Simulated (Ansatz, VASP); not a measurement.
**One calculation of BaS, two programs**

The input POSCAR:

```
BaS
1.0
    0.0000000000      3.1937500000      3.1937500000
    3.1937500000      0.0000000000      3.1937500000
    3.1937500000      3.1937500000      0.0000000000
Ba S
1 1
Direct
    0.0000000000      0.0000000000      0.0000000000
    0.5000000000      0.5000000000      0.5000000000
```

The input INCAR.step1:

```
ALGO = Normal
EDIFF = 1E-5
ENCUT = 520
GGA = PE
ISIF = 2
ISMEAR = -1
LASPH = True
LREAL = False
LWAVE = True
NBANDS = 15
NELM = 100
PREC = Accurate
SIGMA = 0.05
```

INCAR.step2

```
AEXX = 0.25
ALGO = Normal
EDIFF = 1E-7
ENCUT = 520
GGA = PE
ISIF = 2
ISMEAR = -1
ISTART = 1
LASPH = True
LCHARG = True
LELF = True
LHFCALC = True
LREAL = False
LVHAR = True
LWAVE = False
NBANDS = 15
NELM = 100
PREC = Accurate
PRECFOCK = Normal
SIGMA = 0.05
```

File KPOINTS:

```
k-points
0
Gamma
  4 4 4
```

Contents of input.yaml:

```yaml
crystal:
  lattice:
    - [0.0, 3.19375, 3.19375]
    - [3.19375, 0.0, 3.19375]
    - [3.19375, 3.19375, 0.0]
  atoms:
    - { symbol: Ba, position: [0.0, 0.0, 0.0] }
    - { symbol: S, position: [0.5, 0.5, 0.5] }
hamiltonian:
  xc: pbe0
  pseudopotentials: { kind: paw }
kpoints:
  mp_grid: { grid: [4, 4, 4] }
  band_path:
    path:
      - [[0.0, 0.0, 0.0], [0.5, 0.0, 0.5], [0.5, 0.25, 0.75], [0.375, 0.375, 0.75], [0.0, 0.0, 0.0], [0.5, 0.5, 0.5], [0.625, 0.25, 0.625], [0.5, 0.25, 0.75], [0.5, 0.5, 0.5], [0.375, 0.375, 0.75]]
      - [[0.625, 0.25, 0.625], [0.5, 0.0, 0.5]]
    npoints: 4
scf:
  occupations: { method: fermi_dirac, width: 0.05 }
  n_extra_bands: 6
output:
  forces: true
  stress: true
  eigenvalues: true
  fatbands: false
```

Alike in both runs: functional PBE0; k mesh 4 × 4 × 4; occupations fermi-dirac, width 0.05 eV; no spin polarisation.

|  | VASP | Ansatz |
| --- | --- | --- |
| version | VASP 6.6.1 | Ansatz 0.2.0 |
| potentials or method | VASP PAW PBE potentials, release 64 (Ba_sv, S) | Ansatz PAW |
| plane-wave cutoff (eV) | 520 | 420 |
| valence electrons in the cell | 16 | 16 |
| task | single point | band structure |

Ansatz gave:

```
gap on the k mesh at the Fermi level (eV) : 3.81
least direct gap on the mesh (eV)         : 3.94
pressure (GPa)                            : 0.4
```

Problem. Which values does VASP return?

Solution. gap on the k mesh at the Fermi level (eV): 3.74; least direct gap on the mesh (eV): 3.90; pressure (GPa): 0.9.

The k mesh is coarse, so the values compare programs but aren't converged. Neither program's run includes spin-orbit coupling.
